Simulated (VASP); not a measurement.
# BN (P-1) in VASP: notebook, part 2 of 3

VASP 6.6.1. Earlier steps stand in the parts before.

### 3 Electric field gradients, PBE (equal xy, yz and zx shear strains of -1 %)

Input file INCAR:

```
ALGO = Normal
EDIFF = 1E-8
ENCUT = 520
GGA = PE
ISIF = 2
ISMEAR = -1
LASPH = True
LCHARG = False
LEFG = True
LREAL = False
LWAVE = False
NBANDS = 16
NELM = 80
PREC = Accurate
SIGMA = 0.02
```

Input file KPOINTS:

```
k-points
0
Gamma
  11 11 4
```

Input file POSCAR:

```
BN
1.0
    2.5039917043     -0.0125199585     -0.0125199585
   -1.2628384543      2.1747804061     -0.0045826229
   -0.0333060000     -0.0333060000      6.6612000000
B N
2 2
Direct
    0.3333333333      0.6666666667      0.2500000000
    0.6666666667      0.3333333333      0.7500000000
    0.3333333333      0.6666666667      0.7500000000
    0.6666666667      0.3333333333      0.2500000000
```

Potentials or basis: VASP PAW PBE potentials, release 64 (B, N).

Run with:

```bash
$ cat potpaw_PBE.64/B/POTCAR potpaw_PBE.64/N/POTCAR > POTCAR
$ mpirun -np 1 vasp_std > vasp.out
```

OUTCAR:

```text
EDIFF = 1E-8
   ENCUT = 520
   GGA = PE
   ISIF = 2
   ISMEAR = -1
   LASPH = True
   LREAL = False
   NELM = 80
   PREC = Accurate

 ion  position               nearest neighbor table
   1  0.333  0.667  0.250-   4 1.44   4 1.45   4 1.45
   2  0.667  0.333  0.750-   3 1.44   3 1.45   3 1.45
   3  0.333  0.667  0.750-   2 1.44   2 1.45   2 1.45
   4  0.667  0.333  0.250-   1 1.44   1 1.45   1 1.45

  LATTYP: Found a triclinic cell.
 ALAT       =     2.4932156207
 B/A-ratio  =     1.0043472704
 C/A-ratio  =     2.6717972054
 COS(alpha) =     0.0099745013
 COS(beta)  =     0.0136846555
 COS(gamma) =     0.4934979113

  Lattice vectors:

 A1 = (   1.2411532500,   2.1622604476,  -0.0171025814)
 A2 = (   2.5039917043,  -0.0125199585,  -0.0125199585)
 A3 = (   0.0333060000,   0.0333060000,  -6.6612000000)

Analysis of symmetry for initial positions (statically):
=====================================================================
 Subroutine PRICEL returns:
 Original cell was already a primitive cell.

 Routine SETGRP: Setting up the symmetry group for a
 triclinic supercell.

 Subroutine GETGRP returns: Found  2 space group operations
 (whereof  2 operations were pure point group operations)
 out of a pool of  2 trial point group operations.

The static configuration has the point symmetry S_2 .

Analysis of symmetry for dynamics (positions and initial velocities):
=====================================================================
[... 622 lines left out ...]
     16      19.0876      0.00000

 [... further k-points ...]

------------------------ aborting loop because EDIFF is reached ----------------------------------------

  FORCE on cell =-STRESS in cart. coord.  units (eV):
  Direction    XX          YY          ZZ          XY          YZ          ZX
  --------------------------------------------------------------------------------------
  -------------------------------------------------------------------------------------
  Total        0.8502680      0.8495956      0.6110855      0.8439564      0.0047702      0.0047111
  in kB       37.6660608     37.6362740     27.0705057     37.3864652      0.2113140      0.2086993
  external PRESSURE =      34.1242802 kB  Pullay stress =       0.0000000 kB

 VOLUME and BASIS-vectors are now :
 -----------------------------------------------------------------------------
  energy-cutoff  :      520.00
  volume of cell :       36.17
      direct lattice vectors                 reciprocal lattice vectors
     2.503991704 -0.012519958 -0.012519958     0.400541126  0.232590492  0.003165658
    -1.262838454  2.174780406 -0.004582623     0.002317423  0.461167090  0.002317423
    -0.033306000 -0.033306000  6.661200000     0.000754425  0.000754425  0.150130645

 POSITION                                       TOTAL-FORCE (eV/Angst)
 -----------------------------------------------------------------------------------
     -0.01555      1.43735      1.65807         0.125380      0.003061     -0.000754
      1.22340      0.69160      4.98603        -0.125380     -0.003061      0.000754
     -0.03221      1.42070      4.98867         0.127180      0.003072     -0.000592
      1.24006      0.70825      1.65543        -0.127180     -0.003072      0.000592
 -----------------------------------------------------------------------------------
    total drift:                                0.000000     -0.000000     -0.000000

  FREE ENERGIE OF THE ION-ELECTRON SYSTEM (eV)
  ---------------------------------------------------
  free  energy   TOTEN  =       -35.1504241437 eV

  energy  without entropy=      -35.1504241437  energy(sigma->0) =      -35.15042414

 Electric field gradients (V/A^2)
---------------------------------------------------------------------
 ion       V_xx      V_yy      V_zz      V_xy      V_xz      V_yz
---------------------------------------------------------------------
   1     -17.545   -17.538    35.083    -0.437     0.267     0.267
   2     -17.545   -17.538    35.083    -0.437     0.267     0.267
   3      -0.856    -0.865     1.721    -1.844    -0.019    -0.017
   4      -0.856    -0.865     1.721    -1.844    -0.019    -0.017
---------------------------------------------------------------------

 Electric field gradients after diagonalization (V/A^2)
 (convention: |V_zz| > |V_xx| > |V_yy|)
----------------------------------------------------------------------
 ion       V_xx      V_yy      V_zz     asymmetry (V_yy - V_xx)/ V_zz
----------------------------------------------------------------------
   1     -17.981   -17.105    35.085       0.025
   2     -17.981   -17.105    35.085       0.025
   3       1.721     0.984    -2.705       0.273
   4       1.721     0.984    -2.705       0.273
----------------------------------------------------------------------

           NMR quadrupolar parameters

 Cq : quadrupolar parameter    Cq=e*Q*V_zz/h
 eta: asymmetry parameters     (V_yy - V_xx)/ V_zz
 Q  : nuclear electric quadrupole moment in mb (millibarn)
----------------------------------------------------------------------
 ion       Cq(MHz)       eta       Q (mb)
----------------------------------------------------------------------
   1       0.085       0.025       1.000
   2       0.085       0.025       1.000
   3      -0.007       0.273       1.000
   4      -0.007       0.273       1.000
----------------------------------------------------------------------
```

stdout:

```text
POSCAR found type information on POSCAR B N
 POSCAR found :  2 types and       4 ions
 scaLAPACK will be used
 LDA part: xc-table for (Slater+PW92), standard interpolation
 POSCAR, INCAR and KPOINTS ok, starting setup
 FFT: planning ... GRIDC
 FFT: planning ... GRID_SOFT
 FFT: planning ... GRID
 WAVECAR not read
 entering main loop
ion   1
     0.0000257     0.4975142    -0.2200785   -25.1088326    -0.2201363     0.0045264
     0.0000354     0.4975142    -0.2200785   -25.1088325    -0.2201363     0.0045264
     0.0000487     0.4975142    -0.2200785   -25.1088324    -0.2201363     0.0045264
     0.0000671     0.4975142    -0.2200785   -25.1088322    -0.2201363     0.0045264

     0.0000257     0.7125105    -0.3016983   -34.3828135    -0.3017513     0.0061891
     0.0000354     0.7125105    -0.3016983   -34.3828126    -0.3017513     0.0061891
     0.0000487     0.7125104    -0.3016983   -34.3828111    -0.3017513     0.0061891
     0.0000671     0.7125104    -0.3016983   -34.3828084    -0.3017512     0.0061891
[... 23 lines left out ...]
ion   4
     0.0000281     0.9094919    -0.0503997    -7.2430971    -0.0504602    -0.0005268
     0.0000381     0.9094919    -0.0503997    -7.2430971    -0.0504602    -0.0005268
     0.0000517     0.9094919    -0.0503997    -7.2430971    -0.0504602    -0.0005268
     0.0000701     0.9094919    -0.0503997    -7.2430970    -0.0504602    -0.0005268

     0.0000281     1.9380560    -0.0432672    -8.1252736    -0.0428633    -0.0019351
     0.0000381     1.9380558    -0.0432672    -8.1252734    -0.0428633    -0.0019351
     0.0000517     1.9380555    -0.0432672    -8.1252732    -0.0428633    -0.0019351
     0.0000701     1.9380550    -0.0432672    -8.1252728    -0.0428633    -0.0019351
```

Wall time 62 s (1 thread of Intel Xeon 6975P-C (Granite Rapids), shared host); peak memory 0.23 GiB.

Results:

| Item | Value |
| --- | --- |
| Free energy | -35.1504 eV |
| Pressure | 3.4 GPa |
| Largest force | 0.127 eV/Å |
| Band gap on the k mesh | 4.30 eV (least direct gap 4.66 eV) |
| Largest electric field gradient by atom | B +35.1; N -2.7 V/Å² |

Forces on the atoms (eV/Å):
```
B    0.125  0.003 -0.001
B   -0.125 -0.003  0.001
N    0.127  0.003 -0.001
N   -0.127 -0.003  0.001
```

Stress tensor (GPa, compression positive):
```
3.77 3.74 0.02
3.74 3.76 0.02
0.02 0.02 2.71
```

Electric field gradients, principal values (V/Å²):
| atom | least | middle | greatest (by size) |
| --- | --- | --- | --- |
| 1 B | -17.105 | -17.981 | 35.085 |
| 2 B | -17.105 | -17.981 | 35.085 |
| 3 N | 0.984 | 1.721 | -2.705 |
| 4 N | 0.984 | 1.721 | -2.705 |

Caveat: the cell differs from its parent crystal (equal xy, yz and zx shear strains of -1 %); the cell stands under pressure; without QUAD_EFG the Cq values of the log hold for a quadrupole moment of 1 mb, not for the nuclei; an odd mesh through Γ misses points on the zone boundary, where band edges can lie.

(Part 2 of 3 ends here.)
